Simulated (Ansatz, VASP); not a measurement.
## ZnAg: VASP beside Ansatz

```
Zn Ag
1.0
     3.15600    0.01578    0.01578
     0.01578    3.15600    0.01578
     0.01578    0.01578    3.15600
Zn Ag
1 1
Cartesian
  1.5938 1.5938 1.5938
  0.0000 0.0000 0.0000
```

Change from the starting cell: equal xy, yz and zx shear strains of +1 %.

Alike in both runs: task single point; functional LDA; k mesh 12 × 12 × 12; occupations fermi-dirac, width 0.03 eV; no spin polarisation.

|  | VASP | Ansatz |
| --- | --- | --- |
| version | VASP 6.6.1 | Ansatz 0.2.0 |
| potentials or method | VASP PAW LDA potentials, release 64 (Zn, Ag), cutoff 520 eV | all-electron LAPW, scalar-relativistic |

```csv
,VASP,Ansatz,Ansatz less VASP
pressure (GPa),-7.6,-8.0,-0.43
"traceless stress, the component that is largest in VASP (GPa)",-0.62,-0.60,+0.014
```

LDA's correlation is that of Perdew and Zunger in VASP and of Perdew and Wang (1992) in Ansatz. Ansatz ran all-electron here, and VASP with PAW potentials.
